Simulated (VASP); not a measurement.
# LiH (P4/mmm) in VASP: a series of runs

LiH is run at these levels: PBE; tasks: relaxation of cell and atoms, single point.

All numbers are computed with VASP 6.6.1; they aren't measurements. Logs are shortened: lines on timing, memory, paths and dates and some standing lists are left out, and cuts for length are marked.

## Step 1: The cell of the first run

The structure is tetragonal, space group P4/mmm (No. 123). Conventional cell: a = 2.538 Å, b = 2.538 Å, c = 3.407 Å, α = 90.00°, β = 90.00°, γ = 90.00°. Li (site symmetry 4/mmm) has 4 H at 1.79 Å within 2.4 Å. Within 2.4 Å of H (site symmetry 4/mmm) lie 4 Li at 1.79 Å.

The cell was generated, and may not be a known phase.

## Step 2: Relaxation of cell and atoms, PBE

INCAR reads:

```
PREC = Accurate
ENCUT = 1230
EDIFF = 1E-7
ISMEAR = 0
SIGMA = 0.1
LREAL = False
LASPH = True
NELM = 120
ALGO = Normal
ISIF = 3
LWAVE = False
LCHARG = False
GGA = PE
IBRION = 2
NSW = 90
EDIFFG = -0.04
GGA_COMPAT = False
NELMIN = 4
```

KPOINTS reads:

```
regular mesh
0
Gamma
  6 6 6
```

POSCAR reads:

```
LiH
1.0
    2.5376179000      0.0000000000      0.0000000000
    0.0000000000      2.5376179000      0.0000000000
    0.0000000000      0.0000000000      3.4070673600
Li H
1 1
Direct
    0.0000000000      0.0000000000      0.0000000000
    0.5000000000      0.5000000000      0.0000000000
```

Potentials or basis: VASP PAW PBE potentials, release 64 (Li_sv, H_h).

On the command line:

```console
cat potpaw_PBE.64/Li_sv/POTCAR potpaw_PBE.64/H_h/POTCAR > POTCAR
mpirun -np 1 vasp_std > vasp.out
```

OUTCAR:

```text
PREC = Accurate
   ENCUT = 1230
   EDIFF = 1E-7
   ISMEAR = 0
   LREAL = False
   LASPH = True
   NELM = 120
   ISIF = 3
   GGA = PE
   IBRION = 2
   NSW = 90
   EDIFFG = -0.04
   NELMIN = 4

 ion  position               nearest neighbor table
   1  0.000  0.000  0.000-
   2  0.500  0.500  0.000-

  LATTYP: Found a simple tetragonal cell.
 ALAT       =     2.5376179000
 C/A-ratio  =     1.3426242619

  Lattice vectors:

 A1 = (   2.5376179000,   0.0000000000,   0.0000000000)
 A2 = (   0.0000000000,   2.5376179000,   0.0000000000)
 A3 = (   0.0000000000,   0.0000000000,   3.4070673600)

Analysis of symmetry for initial positions (statically):
=====================================================================
 Subroutine PRICEL returns:
 Original cell was already a primitive cell.

 Routine SETGRP: Setting up the symmetry group for a
 simple tetragonal supercell.

 Subroutine GETGRP returns: Found 16 space group operations
 (whereof 16 operations were pure point group operations)
 out of a pool of 16 trial point group operations.

The static configuration has the point symmetry D_4h.

Analysis of symmetry for dynamics (positions and initial velocities):
=====================================================================
 Subroutine PRICEL returns:
 Original cell was already a primitive cell.

 Routine SETGRP: Setting up the symmetry group for a
 simple tetragonal supercell.

 Subroutine GETGRP returns: Found 16 space group operations
 (whereof 16 operations were pure point group operations)
 out of a pool of 16 trial point group operations.

The dynamic configuration has the point symmetry D_4h.

 Subroutine INISYM returns: Found 16 space group operations
 (whereof 16 operations are pure point group operations),
 and found     1 'primitive' translations

----------------------------------------------------------------------------------------

                                     Primitive cell

  volume of cell :      21.9398

  direct lattice vectors                    reciprocal lattice vectors
     2.537617900  0.000000000  0.000000000     0.394070360  0.000000000  0.000000000
     0.000000000  2.537617900  0.000000000     0.000000000  0.394070360  0.000000000
     0.000000000  0.000000000  3.407067360     0.000000000  0.000000000  0.293507552

[... 84 lines left out ...]
   LREAL  =      F    real-space projection
   EDIFFG = -.4E-01   stopping-criterion for IOM
   NSW    =     90    number of steps for IOM
   IBRION =      2    ionic relax: 0-MD 1-quasi-New 2-CG
   NFREE  =      1    steps in history (QN), initial steepest desc. (CG)
   ISIF   =      3    stress and relaxation
   ISYM   =      2    0-nonsym 1-usesym 2-fastsym
   POTIM  = 0.5000    time-step for ionic-motion
   TEBEG  =    0.0;   TEEND  =   0.0 temperature during run
   PSTRESS=    0.0 pullay stress
   NELECT =       4.0000    total number of electrons
   NUPDOWN=      -1.0000    fix difference up-down
   EMIN   =  10.00;   EMAX   =-10.00  energy-range for DOS
   EFERMI =   0.00;   METHOD = LEGACY
   ISMEAR =     0;   SIGMA  =   0.10  broadening in eV -4-tet -1-fermi 0-gaus
   EFERMI_NEDOS =   21; number of points for ismear=-14 and -15
   IALGO  =     38    algorithm
   IMIX   =      4    mixing-type and parameters
     AMIX     =   0.40;   BMIX     =  1.00
     AMIX_MAG =   1.60;   BMIX_MAG =  1.00
  volume/ion in A,a.u.               =      10.97        74.03
  Fermi-wavevector in a.u.,A,eV,Ry     =   0.928290  1.754214 11.724449  0.861723
  Thomas-Fermi vector in A             =   2.054451
   LORBIT       =      0    0 simple, 1 ext, 2 COOP (PROOUT), +10 PAW based schemes
   GGA     = PE    functional components
   LHFCALC =     F    Hartree Fock is set to
   AEXX    =    0.0000 exact exchange contribution
   IVDW    =     0    specifies the selected vdW correction
   LEPSILON=     F    determine dielectric tensor
   LRPA    =     F    only Hartree local field effects (RPA)
 conjugate gradient relaxation of ions
 non-spin polarized calculation
 Gauss-broadening in eV      SIGMA  =   0.10
  energy-cutoff  :     1230.00
  volume of cell :       21.94
 maximum number of plane-waves:      2174
 NGX is ok and might be reduce to    30
   NGX = 15   NGY = 15   NGZ = 19

--------------------------------------- Ionic step        1  -------------------------------------------

 number of electron       3.9999998 magnetization

 Free energy of the ion-electron system (eV)
  ---------------------------------------------------
  ext. energy  EPLUGINS =         0.00000000
  ---------------------------------------------------
  free energy    TOTEN  =        -5.71775856 eV

  energy without entropy =       -5.71650441  energy(sigma->0) =       -5.71713149

------------------------ aborting loop because EDIFF is reached ----------------------------------------

  FORCE on cell =-STRESS in cart. coord.  units (eV):
  Direction    XX          YY          ZZ          XY          YZ          ZX
  --------------------------------------------------------------------------------------
  -------------------------------------------------------------------------------------
  Total        0.8425129      0.8425129      0.0872969      0.0000000      0.0000000      0.0000000
  in kB       61.5253332     61.5253332      6.3749398      0.0000000      0.0000000      0.0000000
  external PRESSURE =      43.1418687 kB  Pullay stress =       0.0000000 kB
[... 23 lines left out ...]
--------------------------------------- Ionic step        2  -------------------------------------------

 number of electron       4.0000001 magnetization

 E-fermi :   0.1843     XC(G=0):  -6.9172

 val. band max:        0.1034412407   @ k =   0.5000   0.5000   0.3333
 cond. band min:       0.2373744556   @ k =   0.5000   0.5000   0.5000
 fundamental gap:      0.1339332149
 Fermi energy:         0.1842670706

 k-point     1 :       0.0000    0.0000    0.0000
  band No.  band energies     occupation
      1     -45.5142      2.00000
      2      -5.3648      2.00000
      3       6.4188      0.00000
      4       6.5506      0.00000
      5      14.0920      0.00000
      6      14.0920      0.00000
[... 458 lines left out ...]
--------------------------------------- Ionic step        9  -------------------------------------------

 number of electron       3.9999998 magnetization

 Free energy of the ion-electron system (eV)
  ---------------------------------------------------
  ext. energy  EPLUGINS =         0.00000000
  ---------------------------------------------------
  free energy    TOTEN  =        -5.76961101 eV

  energy without entropy =       -5.76894454  energy(sigma->0) =       -5.76927778

 E-fermi :  -0.4364     XC(G=0):  -6.3355

 val. band max:       -0.4672495284   @ k =   0.5000   0.5000   0.5000
 cond. band min:      -0.4299925269   @ k =   0.0000   0.0000   0.5000
 fundamental gap:      0.0372570015
 Fermi energy:        -0.4364362754

 k-point     1 :       0.0000    0.0000    0.0000
  band No.  band energies     occupation
      1     -46.1505      2.00000
      2      -5.4353      2.00000
      3       4.7940      0.00000
      4       4.9490      0.00000
      5      12.8463      0.00000
      6      12.8463      0.00000
[... 236 lines left out ...]
  FREE ENERGIE OF THE ION-ELECTRON SYSTEM (eV)
  ---------------------------------------------------
  free  energy   TOTEN  =        -5.7696110119 eV

  energy  without entropy=       -5.7689445441  energy(sigma->0) =       -5.76927778

 reached required accuracy - stopping structural energy minimisation
```

OSZICAR:

```text
N       E                     dE             d eps       ncg     rms          rms(c)
DAV:   1     0.397657144608E+01    0.39766E+01   -0.22863E+03   480   0.106E+03
DAV:   2    -0.596571916266E+01   -0.99423E+01   -0.94876E+01   660   0.917E+01
DAV:   3    -0.638962355256E+01   -0.42390E+00   -0.42390E+00   648   0.210E+01
[... 83 lines left out ...]
DAV:   4    -0.576955729896E+01    0.22771E-03   -0.11096E-03   564   0.353E-01    0.438E-02
DAV:   5    -0.576959481344E+01   -0.37514E-04   -0.10918E-04   516   0.107E-01    0.227E-02
DAV:   6    -0.576960774782E+01   -0.12934E-04   -0.14596E-05   558   0.320E-02    0.336E-03
DAV:   7    -0.576961110865E+01   -0.33608E-05   -0.46079E-06   534   0.171E-02    0.327E-03
DAV:   8    -0.576961101190E+01    0.96749E-07   -0.36873E-07   576   0.564E-03
   9 F= -.57696110E+01 E0= -.57692778E+01  d E =-.828885E-02
```

CONTCAR:

```text
LiH
   1.00000000000000
     2.6818333703046253    0.0000000000000000    0.0000000000000000
     0.0000000000000000    2.6818333703046253    0.0000000000000000
     0.0000000000000000    0.0000000000000000    3.7761563253633019
  Li              H
     1     1
Direct
     0.0000000000000000    0.0000000000000000    0.0000000000000000
     0.5000000000000000    0.5000000000000000    0.0000000000000000

  0.00000000E+00  0.00000000E+00  0.00000000E+00
  0.00000000E+00  0.00000000E+00  0.00000000E+00
```

Wall time 45 s (1 thread of Intel Xeon 6975P-C (Granite Rapids), shared host); peak memory 0.18 GiB.

Results:

```yaml
Free_energy: -5.7696 eV
Relaxed_volume: 13.58 Å³/atom
Relaxed_cell: a = 2.682 Å, b = 2.682 Å, c = 3.776 Å, α = 90.00°, β = 90.00°, γ = 90.00°
Space_group_after_relaxing_to_0.1_Å: P4/mmm (No. 123)
Energy_gained_by_relaxing: 25.9 meV/atom
Ionic_steps: 9
Pressure_after_relaxing: 0.1 GPa
Band_gap_on_the_k_mesh: 0.04 eV (least direct gap 4.15 eV)
```

The path:
```tsv
step	energy change (eV)	largest force (eV/Å)	pressure (GPa)	volume (Å³)
1	0.0000	0.0000	4.31	21.94
2	-0.0275	0.0000	2.65	22.89
3	-0.0418	0.0000	-0.38	25.05
4	-0.0435	0.0000	0.21	24.53
5	-0.0436	0.0000	0.29	24.47
6	-0.0442	0.0000	0.27	24.59
7	-0.0460	0.0000	0.23	24.96
8	-0.0486	0.0000	0.16	25.69
9	-0.0519	0.0000	0.09	27.16
```

Final structure:
```
Li H
1.0
     2.68183    0.00000    0.00000
     0.00000    2.68183    0.00000
     0.00000    0.00000    3.77616
Li H
1 1
Direct
  0.00000 0.00000 0.00000
  0.50000 0.50000 0.00000
```

Levels at points of the mesh, in eV from the valence-band top:
```
           k point  band 1  band 2  band 3  band 4  band 5  band 6
(0.00, 0.00, 0.00)  -45.68   -4.97    5.26    5.42   13.31   13.31
(0.50, 0.00, 0.00)  -45.66   -3.39    3.51    9.64   10.12   11.33
(0.50, 0.50, 0.00)  -45.63   -0.29    4.42    4.42   10.34   13.22
(0.00, 0.00, 0.50)  -45.68   -4.11    0.04   13.83   13.89   13.89
(0.50, 0.00, 0.50)  -45.66   -2.95    4.88    5.62    5.84   15.44
(0.50, 0.50, 0.50)  -45.63    0.00    5.23    5.23    9.25   10.70
```

Caveat: the volume moved by over 15 % at a fixed basis, so the end points are rough. A k mesh can miss the band edges.

## Step 3: Single point, PBE

This run uses another cell than the first one, of 15.78 Å³/atom.

INCAR reads:

```
SYSTEM = LiH
PREC = Accurate ; ENCUT = 750
EDIFF = 1E-6 ; ISMEAR = 0
SIGMA = 0.02 ; LREAL = .False.
LASPH = .True. ; NELM = 120
ALGO = Normal ; ISIF = 2
LWAVE = .False. ; LCHARG = .False.
GGA = PE ; NBANDS = 9
GGA_COMPAT = .False.
```

KPOINTS reads:

```
regular mesh
0
Gamma
  14 14 8
  0 0 0
```

POSCAR reads:

```
LiH
1.0
    2.6906164469      0.0000000000      0.0000000000
    0.0000000000      2.6906164469      0.0000000000
    0.0000000000      0.0000000000      4.3599841198
Li H
1 1
Direct
    0.0000000000      0.0000000000      0.0000000000
    0.5000000000      0.5000000000      0.0000000000
```

Potentials or basis: VASP PAW PBE potentials, release 64 (Li_sv, H).

On the command line:

```console
cat potpaw_PBE.64/Li_sv/POTCAR potpaw_PBE.64/H/POTCAR > POTCAR
mpirun -np 1 vasp_std > vasp.out
```

OUTCAR:

```text
SYSTEM = LiH
   PREC = Accurate
   ENCUT = 750
   EDIFF = 1E-6
   ISMEAR = 0
   LREAL = .False.
   LASPH = .True.
   NELM = 120
   ISIF = 2
   GGA = PE

 ion  position               nearest neighbor table
   1  0.000  0.000  0.000-
   2  0.500  0.500  0.000-

  LATTYP: Found a simple tetragonal cell.
 ALAT       =     2.6906164469
 C/A-ratio  =     1.6204405964

  Lattice vectors:

 A1 = (   2.6906164469,   0.0000000000,   0.0000000000)
 A2 = (   0.0000000000,   2.6906164469,   0.0000000000)
 A3 = (   0.0000000000,   0.0000000000,   4.3599841198)

Analysis of symmetry for initial positions (statically):
=====================================================================
 Subroutine PRICEL returns:
 Original cell was already a primitive cell.

 Routine SETGRP: Setting up the symmetry group for a
 simple tetragonal supercell.

 Subroutine GETGRP returns: Found 16 space group operations
 (whereof 16 operations were pure point group operations)
 out of a pool of 16 trial point group operations.

The static configuration has the point symmetry D_4h.

Analysis of symmetry for dynamics (positions and initial velocities):
=====================================================================
 Subroutine PRICEL returns:
 Original cell was already a primitive cell.

 Routine SETGRP: Setting up the symmetry group for a
 simple tetragonal supercell.

 Subroutine GETGRP returns: Found 16 space group operations
 (whereof 16 operations were pure point group operations)
 out of a pool of 16 trial point group operations.

The dynamic configuration has the point symmetry D_4h.

 Subroutine INISYM returns: Found 16 space group operations
 (whereof 16 operations are pure point group operations),
 and found     1 'primitive' translations

----------------------------------------------------------------------------------------

                                     Primitive cell
[... 108 lines left out ...]
   IALGO  =     38    algorithm
   IMIX   =      4    mixing-type and parameters
     AMIX     =   0.40;   BMIX     =  1.00
     AMIX_MAG =   1.60;   BMIX_MAG =  1.00
  volume/ion in A,a.u.               =      15.78       106.50
  Fermi-wavevector in a.u.,A,eV,Ry     =   0.822303  1.553928  9.200023  0.676183
  Thomas-Fermi vector in A             =   1.933614
   LORBIT       =      0    0 simple, 1 ext, 2 COOP (PROOUT), +10 PAW based schemes
   GGA     = PE    functional components
   LHFCALC =     F    Hartree Fock is set to
   AEXX    =    0.0000 exact exchange contribution
   IVDW    =     0    specifies the selected vdW correction
   LEPSILON=     F    determine dielectric tensor
   LRPA    =     F    only Hartree local field effects (RPA)
 non-spin polarized calculation
 Gauss-broadening in eV      SIGMA  =   0.02
  energy-cutoff  :      750.00
  volume of cell :       31.56
 maximum number of plane-waves:      1496
   NGX = 13   NGY = 13   NGZ = 19

 number of electron       3.9999998 magnetization

 Free energy of the ion-electron system (eV)
  ---------------------------------------------------
  ext. energy  EPLUGINS =         0.00000000
  ---------------------------------------------------
  free energy    TOTEN  =        -5.77525474 eV

  energy without entropy =       -5.77525474  energy(sigma->0) =       -5.77525474

 E-fermi :  -0.7855     XC(G=0):  -5.7333

 val. band max:       -0.9092005136   @ k =   0.5000   0.5000   0.5000
 cond. band min:      -0.5855403957   @ k =   0.0000   0.0000   0.5000
 fundamental gap:      0.3236601180
 Fermi energy:        -0.7855479976

 k-point     1 :       0.0000    0.0000    0.0000
  band No.  band energies     occupation
      1     -46.5077      2.00000
      2      -5.5534      2.00000
      3       2.8558      0.00000
      4       3.4701      0.00000
      5      12.5826      0.00000
      6      12.5826      0.00000
      7      15.7422      0.00000
      8      15.9240      0.00000
      9      21.0370      0.00000
[... 265 lines left out ...]
 k-point    24 :       0.3571    0.2143    0.0000
  band No.  band energies     occupation
      1     -46.4766      2.00000
      2      -3.7076      2.00000
      3       4.1468      0.00000
      4       6.3731      0.00000
      5       6.8593      0.00000
      6      10.4544      0.00000
      7      12.3377      0.00000
      8      12.6977      0.00000
      9      16.2552      0.00000

 [... further k-points ...]
[... 5 lines left out ...]
  --------------------------------------------------------------------------------------
  -------------------------------------------------------------------------------------
  Total       -0.0159652     -0.0159652     -0.0095420      0.0000000      0.0000000      0.0000000
  in kB       -0.8103954     -0.8103954     -0.4843514      0.0000000      0.0000000      0.0000000
  external PRESSURE =      -0.7017140 kB  Pullay stress =       0.0000000 kB

 VOLUME and BASIS-vectors are now :
 -----------------------------------------------------------------------------
  energy-cutoff  :      750.00
  volume of cell :       31.56
      direct lattice vectors                 reciprocal lattice vectors
     2.690616447  0.000000000  0.000000000     0.371662041  0.000000000  0.000000000
     0.000000000  2.690616447  0.000000000     0.000000000  0.371662041  0.000000000
     0.000000000  0.000000000  4.359984120     0.000000000  0.000000000  0.229358634

 POSITION                                       TOTAL-FORCE (eV/Angst)
 -----------------------------------------------------------------------------------
      0.00000      0.00000      0.00000         0.000000      0.000000      0.000000
      1.34531      1.34531      0.00000         0.000000      0.000000      0.000000
 -----------------------------------------------------------------------------------
    total drift:                                0.000000     -0.000000     -0.000000

  FREE ENERGIE OF THE ION-ELECTRON SYSTEM (eV)
  ---------------------------------------------------
  free  energy   TOTEN  =        -5.7752547436 eV

  energy  without entropy=       -5.7752547436  energy(sigma->0) =       -5.77525474
```

OSZICAR:

```text
N       E                     dE             d eps       ncg     rms          rms(c)
DAV:   1     0.187389752158E+01    0.18739E+01   -0.15883E+03  3240   0.480E+02
DAV:   2    -0.628614071365E+01   -0.81600E+01   -0.79496E+01  4489   0.644E+01
DAV:   3    -0.657056327548E+01   -0.28442E+00   -0.28400E+00  4118   0.107E+01
DAV:   4    -0.657756824013E+01   -0.70050E-02   -0.70007E-02  4244   0.140E+00
DAV:   5    -0.657766367703E+01   -0.95437E-04   -0.95434E-04  4048   0.141E-01    0.382E+00
DAV:   6    -0.598821822535E+01    0.58945E+00   -0.46275E-01  3456   0.180E+00    0.188E+00
DAV:   7    -0.575506408548E+01    0.23315E+00   -0.72381E-01  3805   0.236E+00    0.583E-01
DAV:   8    -0.577451223308E+01   -0.19448E-01   -0.25434E-02  3479   0.754E-01    0.185E-01
DAV:   9    -0.577470123604E+01   -0.18900E-03   -0.57187E-03  3922   0.281E-01    0.497E-02
DAV:  10    -0.577526133446E+01   -0.56010E-03   -0.59952E-04  3595   0.118E-01    0.267E-02
DAV:  11    -0.577525260550E+01    0.87290E-05   -0.33059E-05  3941   0.189E-02    0.478E-03
DAV:  12    -0.577525468508E+01   -0.20796E-05   -0.32821E-06  3631   0.118E-02    0.116E-03
DAV:  13    -0.577525474359E+01   -0.58514E-07   -0.11204E-07  4144   0.236E-03
   1 F= -.57752547E+01 E0= -.57752547E+01  d E =-.180420E-21
```

stdout:

```text
POSCAR found type information on POSCAR LiH
 POSCAR found :  2 types and       2 ions
 scaLAPACK will be used
 LDA part: xc-table for (Slater+PW92), standard interpolation
 POSCAR, INCAR and KPOINTS ok, starting setup
 FFT: planning ... GRIDC
 FFT: planning ... GRID_SOFT
 FFT: planning ... GRID
 WAVECAR not read
 entering main loop
```

It took 25 s on 1 thread of Intel Xeon Platinum 8375C at 2.90GHz (Ice Lake), shared host; peak memory 0.21 GiB.

What came out:

```
Free energy            : -5.7753 eV
Pressure               : -0.1 GPa
Band gap on the k mesh : 0.32 eV (least direct gap 4.54 eV)
```
